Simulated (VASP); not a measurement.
# SnO (Pmn2_1) in VASP: notebook

Runs on SnO. Level: r2SCAN. Tasks: single point.

Program: VASP 6.6.1. These are calculated values, not measurements. Logs are shortened: lines on timing, memory, paths and dates and some standing lists are left out, and cuts for length are marked.

**1. The cell of the first run**

Symmetry: Pmn2_1, No. 31, orthorhombic system. The conventional cell has a = 3.020 Å, b = 5.674 Å, c = 4.222 Å, α = 90.00°, β = 90.00°, γ = 90.00°. Within 2.7 Å of Sn (site symmetry m) lie 3 O at 2.03 to 2.15 Å. Within 2.7 Å of O (site symmetry m) lie 3 Sn at 2.03 to 2.15 Å.

**2. Single point, r2SCAN (strain -0.1000 x Voigt [1, 0, 0, 0, 0, 0])**

Contents of POSCAR:

```
SnO
1.0
    3.0195045000      0.0000000000      0.0000000000
    0.0000000000      5.6741040000      0.0000000000
    0.0000000000      0.0000000000      4.2219700000
Sn O
2 2
Direct
    0.0000000000      0.2319090000      0.5131440000
    0.5000000000      0.7680910000      0.0131440000
    0.0000000000      0.8912500000      0.7368570000
    0.5000000000      0.1087500000      0.2368570000
```

Contents of INCAR.step1:

```
ALGO = Normal
EDIFF = 1E-4
ENCUT = 520
GGA = PE
ISMEAR = 0
LASPH = True
LCHARG = False
LREAL = False
LWAVE = True
NBANDS = 28
NELM = 100
PREC = Accurate
SIGMA = 0.05
```

Contents of INCAR.step2:

```
ALGO = Normal
EDIFF = 1E-6
ENCUT = 520
ISIF = 2
ISMEAR = 0
ISTART = 1
LASPH = True
LCHARG = True
LELF = True
LMIXTAU = True
LREAL = False
LVHAR = True
LWAVE = False
METAGGA = R2SCAN
NBANDS = 28
NELM = 100
PREC = Accurate
SIGMA = 0.05
```

Contents of KPOINTS:

```
k-points
0
Gamma
  8 6 6
```

Potentials or basis: VASP PAW PBE potentials, release 64 (Sn_d, O).

Started as:

```sh
> cat potpaw_PBE.64/Sn_d/POTCAR potpaw_PBE.64/O/POTCAR > POTCAR
> cp INCAR.step1 INCAR
> mpirun -np 1 vasp_std > vasp.out
> cp INCAR.step2 INCAR
> mpirun -np 1 vasp_std > vasp.out
```

OUTCAR:

```text
EDIFF = 1E-6
   ENCUT = 520
   ISIF = 2
   ISMEAR = 0
   ISTART = 1
   LASPH = True
   LREAL = False
   METAGGA = R2SCAN
   NELM = 100
   PREC = Accurate

 ion  position               nearest neighbor table
   1  0.000  0.232  0.513-   4 2.03   4 2.03   3 2.15   2 3.70   2 3.70   2 3.70   2 3.70
   2  0.500  0.768  0.013-   3 2.03   3 2.03   4 2.15   1 3.70   1 3.70   1 3.70   1 3.70
   3  0.000  0.891  0.737-   2 2.03   2 2.03   1 2.15
   4  0.500  0.109  0.237-   1 2.03   1 2.03   2 2.15

  LATTYP: Found a simple orthorhombic cell.
 ALAT       =     3.0195045000
 B/A-ratio  =     1.3982327233
 C/A-ratio  =     1.8791507017

  Lattice vectors:

 A1 = (  -3.0195045000,   0.0000000000,   0.0000000000)
 A2 = (   0.0000000000,   0.0000000000,   4.2219700000)
 A3 = (   0.0000000000,   5.6741040000,   0.0000000000)

Analysis of symmetry for initial positions (statically):
=====================================================================
 Subroutine PRICEL returns:
 Original cell was already a primitive cell.

 Routine SETGRP: Setting up the symmetry group for a
 simple orthorhombic supercell.

 Subroutine GETGRP returns: Found  4 space group operations
 (whereof  2 operations were pure point group operations)
 out of a pool of  8 trial point group operations.

The static configuration has the point symmetry C_1h.
 The point group associated with its full space group is C_2v.

Analysis of symmetry for dynamics (positions and initial velocities):
=====================================================================
 Subroutine PRICEL returns:
 Original cell was already a primitive cell.

 Routine SETGRP: Setting up the symmetry group for a
 simple orthorhombic supercell.

 Subroutine GETGRP returns: Found  4 space group operations
 (whereof  2 operations were pure point group operations)
 out of a pool of  8 trial point group operations.

The dynamic configuration has the point symmetry C_1h.
 The point group associated with its full space group is C_2v.

 Subroutine INISYM returns: Found  4 space group operations
 (whereof  2 operations are pure point group operations),
 and found     1 'primitive' translations

[... 82 lines left out ...]
   total plane-waves  NPLWV =  32256
   dimension x,y,z NGX =    24 NGY =   42 NGZ =   32
   dimension x,y,z NGXF=    48 NGYF=   84 NGZF=   64
   ions per type =               2   2
   NGX,Y,Z   is equivalent  to a cutoff of  13.21, 12.31, 12.60 a.u.
   NGXF,Y,Z  is equivalent  to a cutoff of  26.43, 24.61, 25.20 a.u.
 SYSTEM =  unknown system
   PREC   = accura    normal or accurate (medium, high low for compatibility)
   ISTART =      1    job   : 0-new  1-cont  2-samecut
   ICHARG =      0    charge: 1-file 2-atom 10-const
   ISPIN  =      1    spin polarized calculation?
   LNONCOLLINEAR =      F non collinear calculations
   LSORBIT =      F    spin-orbit coupling
   LASPH  =      T    aspherical Exc in radial PAW
   ENCUT  =  520.0 eV  38.22 Ry    6.18 a.u.   5.61 10.55  7.85*2*pi/ulx,y,z
   NELM   =    100;   NELMIN=  2; NELMDL=  0     # of ELM steps
   EDIFF  = 0.1E-05   stopping-criterion for ELM
   LREAL  =      F    real-space projection
[... 7 lines left out ...]
   TEBEG  =    0.0;   TEEND  =   0.0 temperature during run
   PSTRESS=    0.0 pullay stress
   NELECT =      40.0000    total number of electrons
   NUPDOWN=      -1.0000    fix difference up-down
   EMIN   =  10.00;   EMAX   =-10.00  energy-range for DOS
   EFERMI =   0.00;   METHOD = LEGACY
   ISMEAR =     0;   SIGMA  =   0.05  broadening in eV -4-tet -1-fermi 0-gaus
   EFERMI_NEDOS =   21; number of points for ismear=-14 and -15
   IALGO  =     38    algorithm
   IMIX   =      4    mixing-type and parameters
     AMIX     =   0.40;   BMIX     =  1.00
     AMIX_MAG =   1.60;   BMIX_MAG =  1.00
  volume/ion in A,a.u.               =      18.08       122.04
  Fermi-wavevector in a.u.,A,eV,Ry     =   1.343730  2.539282 24.566832  1.805611
  Thomas-Fermi vector in A             =   2.471781
   LORBIT       =      0    0 simple, 1 ext, 2 COOP (PROOUT), +10 PAW based schemes
   METAGGA = R2SCAN    functional components
   LHFCALC =     F    Hartree Fock is set to
   AEXX    =    0.0000 exact exchange contribution
   IVDW    =     0    specifies the selected vdW correction
   LEPSILON=     F    determine dielectric tensor
   LRPA    =     F    only Hartree local field effects (RPA)
 non-spin polarized calculation
 Gauss-broadening in eV      SIGMA  =   0.05
  energy-cutoff  :      520.00
  volume of cell :       72.33
 maximum number of plane-waves:      1966
 NGX is ok and might be reduce to    24
   NGX = 11   NGY = 21   NGZ = 15

 number of electron      39.9999996 magnetization

 Free energy of the ion-electron system (eV)
  ---------------------------------------------------
  ext. energy  EPLUGINS =         0.00000000
  ---------------------------------------------------
  free energy    TOTEN  =       -66.21971649 eV

  energy without entropy =      -66.21971649  energy(sigma->0) =      -66.21971649

 E-fermi :   5.9266     XC(G=0): -10.6715

 val. band max:        5.7003807840   @ k =   0.3750   0.0000   0.0000
 cond. band min:       7.4468552316   @ k =   0.3750   0.5000   0.0000
 fundamental gap:      1.7464744476
 Fermi energy:         5.9265969674

 k-point     1 :       0.0000    0.0000    0.0000
  band No.  band energies     occupation
      1     -16.6821      2.00000
      2     -16.1533      2.00000
      3     -15.7423      2.00000
      4     -15.6772      2.00000
      5     -15.6449      2.00000
      6     -15.5783      2.00000
[... 733 lines left out ...]
     27      15.7780      0.00000
     28      16.7714      0.00000

 [... further k-points ...]
[... 5 lines left out ...]
  --------------------------------------------------------------------------------------
  -------------------------------------------------------------------------------------
  Total        8.9805527      1.4396560      3.0963294      0.0000000      0.0000000      0.0000000
  in kB      198.9140842     31.8875524     68.5819185      0.0000000      0.0000000      0.0000000
  external PRESSURE =      99.7945184 kB  Pullay stress =       0.0000000 kB

 VOLUME and BASIS-vectors are now :
 -----------------------------------------------------------------------------
  energy-cutoff  :      520.00
  volume of cell :       72.33
      direct lattice vectors                 reciprocal lattice vectors
     3.019504500  0.000000000  0.000000000     0.331180165  0.000000000  0.000000000
     0.000000000  5.674104000  0.000000000     0.000000000  0.176239279  0.000000000
     0.000000000  0.000000000  4.221970000     0.000000000  0.000000000  0.236856254

 POSITION                                       TOTAL-FORCE (eV/Angst)
 -----------------------------------------------------------------------------------
      0.00000      1.31588      2.16648         0.000000      0.760470      0.953826
      1.50975      4.35823      0.05549         0.000000     -0.760470      0.953826
      0.00000      5.05705      3.11099         0.000000      0.665365     -0.953826
      1.50975      0.61706      1.00000         0.000000     -0.665365     -0.953826
 -----------------------------------------------------------------------------------
    total drift:                                0.000000      0.000000     -0.003890

  FREE ENERGIE OF THE ION-ELECTRON SYSTEM (eV)
  ---------------------------------------------------
  free  energy   TOTEN  =       -66.2197164929 eV

  energy  without entropy=      -66.2197164929  energy(sigma->0) =      -66.21971649
```

OUTCAR.step1:

```text
EDIFF = 1E-4
   ENCUT = 520
   GGA = PE
   ISMEAR = 0
[... 977 lines left out ...]
      0.00000      1.31588      2.16648         0.000000      1.216249      1.160126
      1.50975      4.35823      0.05549         0.000000     -1.216249      1.160126
      0.00000      5.05705      3.11099         0.000000      0.582154     -1.160126
      1.50975      0.61706      1.00000         0.000000     -0.582154     -1.160126
 -----------------------------------------------------------------------------------
    total drift:                                0.000000      0.000000      0.002963

  FREE ENERGIE OF THE ION-ELECTRON SYSTEM (eV)
  ---------------------------------------------------
  free  energy   TOTEN  =       -21.9106753295 eV

  energy  without entropy=      -21.9106753295  energy(sigma->0) =      -21.91067533
```

Run time: 3.1 min. Hardware: 1 thread of Intel Xeon 6975P-C (Granite Rapids), shared host; peak memory 0.26 GiB.

What came out:

- Free energy: -66.2197 eV
- Pressure: 10.0 GPa
- Largest force: 1.220 eV/Å
- Band gap on the k mesh: 1.75 eV (least direct gap 2.09 eV)

Forces on the atoms (eV/Å):
```
Sn   0.000  0.760  0.954
Sn   0.000 -0.760  0.954
O    0.000  0.665 -0.954
O    0.000 -0.665 -0.954
```

Levels at points of the mesh, in eV from the valence-band top:
```tsv
k point	band 18	band 19	band 20	band 21	band 22	band 23
(0.00, 0.00, 0.00)	-2.93	-2.77	-0.37	3.15	3.86	6.83
(0.50, 0.00, 0.00)	-3.22	-0.87	-0.87	2.66	2.66	6.35
(0.00, 0.50, 0.00)	-2.95	-2.10	-1.84	3.21	4.71	5.28
(0.50, 0.50, 0.00)	-3.27	-0.58	-0.58	2.16	2.16	7.24
(0.00, 0.00, 0.50)	-3.40	-2.14	-2.14	3.74	3.74	5.84
(0.50, 0.00, 0.50)	-3.61	-0.71	-0.71	2.37	2.37	5.34
(0.00, 0.50, 0.50)	-3.40	-1.95	-1.95	2.43	2.43	7.23
(0.50, 0.50, 0.50)	-3.83	-0.15	-0.15	2.68	2.68	4.86
```

Caveat: the cell differs from its parent crystal (strain -0.1000 x Voigt [1, 0, 0, 0, 0, 0]); the stress differs along the axes, from 3 to 20 GPa; the PAW data sets were made with another functional, which shifts forces and pressure a little; spin-orbit coupling is left out, which moves the levels of the heavy elements. A k mesh can miss the band edges.

**3. Single point, r2SCAN (strain -0.0750 x Voigt [1, 0, 0, 0, 0, 0])**

POSCAR: that of step 2 with these lines changed.

```diff
@@ -2,3 +2,3 @@
 1.0
-    3.0195045000      0.0000000000      0.0000000000
+    3.1033796250      0.0000000000      0.0000000000
     0.0000000000      5.6741040000      0.0000000000
```

Contents of INCAR.step1:

```
SYSTEM = SnO
PREC     = Accurate       ! precision mode
ENCUT    = 520            ! plane-wave cutoff, eV
ISMEAR   = 0              ! smearing method
SIGMA    = 0.05           ! smearing width, eV
LREAL    = .FALSE.        ! projectors in reciprocal space
LASPH    = .TRUE.         ! aspherical terms in the spheres
NELM     = 80             ! most SCF steps
NBANDS   = 28             ! bands
GGA      = PE             ! functional
ALGO     = Normal         ! electronic algorithm
EDIFF    = 1E-4           ! SCF threshold, eV
LWAVE    = .TRUE.         ! write WAVECAR
LCHARG   = .FALSE.        ! write CHGCAR
```

Contents of INCAR.step2:

```
SYSTEM = SnO
PREC     = Accurate       ! precision mode
ENCUT    = 520            ! plane-wave cutoff, eV
EDIFF    = 1E-6           ! SCF threshold, eV
ISMEAR   = 0              ! smearing method
SIGMA    = 0.05           ! smearing width, eV
LREAL    = .FALSE.        ! projectors in reciprocal space
LASPH    = .TRUE.         ! aspherical terms in the spheres
NELM     = 80             ! most SCF steps
ALGO     = Normal         ! electronic algorithm
ISIF     = 2              ! what is computed and relaxed
LWAVE    = .FALSE.        ! write WAVECAR
LCHARG   = .FALSE.        ! write CHGCAR
METAGGA  = R2SCAN         ! meta-GGA
LMIXTAU  = .TRUE.       
NBANDS   = 28             ! bands
ISTART   = 1
```

Contents of KPOINTS:

```
Automatic mesh
0
G
  8 6 6
  0 0 0
```

Potentials or basis: VASP PAW PBE potentials, release 64 (Sn_d, O).

Started as:

```sh
> cat potpaw_PBE.64/Sn_d/POTCAR potpaw_PBE.64/O/POTCAR > POTCAR
> cp INCAR.step1 INCAR
> mpirun -np 1 vasp_std > vasp.out
> cp INCAR.step2 INCAR
> mpirun -np 1 vasp_std > vasp.out
```

Run time: 2.9 min. Hardware: 1 thread of Intel Xeon 6975P-C (Granite Rapids), shared host; peak memory 0.27 GiB.

It converged, with:

```yaml
Free_energy: -66.4208 eV
Pressure: 5.9 GPa
Largest_force: 0.742 eV/Å
Band_gap_on_the_k_mesh: 1.73 eV (least direct gap 2.14 eV)
```

Forces in eV/Å, atoms in the order of the input:
```
Sn   0.000  0.398  0.566
Sn   0.000 -0.398  0.566
O    0.000  0.480 -0.566
O    0.000 -0.480 -0.566
```

Stress tensor (GPa, compression positive):
```
12.10  0.00  0.00
 0.00  1.72  0.00
 0.00  0.00  3.82
```

Levels at points of the mesh, in eV from the valence-band top:
```
           k point  band 18  band 19  band 20  band 21  band 22  band 23
(0.00, 0.00, 0.00)    -2.91    -2.60    -0.23     3.18     3.83     6.70
(0.50, 0.00, 0.00)    -3.09    -0.98    -0.98     2.74     2.74     6.26
(0.00, 0.50, 0.00)    -2.93    -1.97    -1.71     3.39     4.64     5.28
(0.50, 0.50, 0.00)    -3.14    -0.66    -0.66     2.18     2.18     7.13
(0.00, 0.00, 0.50)    -3.40    -2.00    -2.00     3.61     3.61     5.80
(0.50, 0.00, 0.50)    -3.51    -0.82    -0.82     2.40     2.40     5.28
(0.00, 0.50, 0.50)    -3.38    -1.81    -1.81     2.42     2.42     7.04
(0.50, 0.50, 0.50)    -3.74    -0.24    -0.24     2.72     2.72     4.79
```

Caveat: the cell differs from its parent crystal (strain -0.0750 x Voigt [1, 0, 0, 0, 0, 0]); the stress differs along the axes, from 2 to 12 GPa; the PAW data sets were made with another functional, which shifts forces and pressure a little; spin-orbit coupling is left out, which moves the levels of the heavy elements.

**4. Single point, r2SCAN (strain -0.0500 x Voigt [1, 0, 0, 0, 0, 0])**

POSCAR: that of step 3 with these lines changed.

```diff
@@ -2,3 +2,3 @@
 1.0
-    3.1033796250      0.0000000000      0.0000000000
+    3.1872547500      0.0000000000      0.0000000000
     0.0000000000      5.6741040000      0.0000000000
```

Contents of INCAR.step1:

```
SYSTEM = SnO
  ALGO = Normal
  EDIFF = 1E-4
  ENCUT = 520
  GGA = PE
  ISMEAR = 0
  LASPH = .True.
  LCHARG = .False.
  LREAL = .False.
  LWAVE = .True.
  NBANDS = 28
  NELM = 80
  PREC = Accurate
  SIGMA = 0.05
```

Contents of INCAR.step2:

```
SYSTEM = SnO
  ALGO = Normal
  EDIFF = 1E-6
  ENCUT = 520
  ISIF = 2
  ISMEAR = 0
  ISTART = 1
  LASPH = .True.
  LCHARG = .True.
  LELF = .True.
  LMIXTAU = .True.
  LREAL = .False.
  LVHAR = .True.
  LWAVE = .False.
  METAGGA = R2SCAN
  NBANDS = 28
  NELM = 80
  PREC = Accurate
  SIGMA = 0.05
```

Contents of KPOINTS:

```
k-points
0
Gamma
  8 6 6
  0 0 0
```

Started as:

```sh
> cat potpaw_PBE.64/Sn_d/POTCAR potpaw_PBE.64/O/POTCAR > POTCAR
> cp INCAR.step1 INCAR
> mpirun -np 1 vasp_std > vasp.out
> cp INCAR.step2 INCAR
> mpirun -np 1 vasp_std > vasp.out
```

Wall time 2.8 min (1 thread of Intel Xeon 6975P-C (Granite Rapids), shared host); peak memory 0.27 GiB.

The run converged. Its results:

```
Free energy            : -66.5338 eV
Pressure               : 2.5 GPa
Largest force          : 0.431 eV/Å
Band gap on the k mesh : 1.73 eV (least direct gap 2.20 eV)
```

Forces in eV/Å, atoms in the order of the input:
```
Sn   0.000  0.074  0.261
Sn   0.000 -0.074  0.261
O    0.000  0.344 -0.261
O    0.000 -0.344 -0.261
```

Stress tensor (GPa, compression positive):
```
5.79 0.00 0.00
0.00 0.37 0.00
0.00 0.00 1.33
```

Levels at points of the mesh, in eV from the valence-band top:
| k point | band 18 | band 19 | band 20 | band 21 | band 22 | band 23 |
| --- | --- | --- | --- | --- | --- | --- |
| (0.00, 0.00, 0.00) | -2.87 | -2.45 | -0.11 | 3.17 | 3.78 | 6.59 |
| (0.50, 0.00, 0.00) | -2.96 | -1.07 | -1.07 | 2.82 | 2.82 | 6.17 |
| (0.00, 0.50, 0.00) | -2.89 | -1.85 | -1.60 | 3.54 | 4.54 | 5.29 |
| (0.50, 0.50, 0.00) | -3.02 | -0.74 | -0.74 | 2.21 | 2.21 | 7.01 |
| (0.00, 0.00, 0.50) | -3.39 | -1.89 | -1.89 | 3.45 | 3.45 | 5.78 |
| (0.50, 0.00, 0.50) | -3.41 | -0.92 | -0.92 | 2.42 | 2.42 | 5.21 |
| (0.00, 0.50, 0.50) | -3.24 | -1.69 | -1.69 | 2.38 | 2.38 | 6.86 |
| (0.50, 0.50, 0.50) | -3.66 | -0.32 | -0.32 | 2.74 | 2.74 | 4.73 |

Caveat: the cell differs from its parent crystal (strain -0.0500 x Voigt [1, 0, 0, 0, 0, 0]); the stress differs along the axes, from 0 to 6 GPa; the PAW data sets were made with another functional, which shifts forces and pressure a little; spin-orbit coupling is left out, which moves the levels of the heavy elements. A k mesh can miss the band edges.

(Part 1 of 2 ends here.)
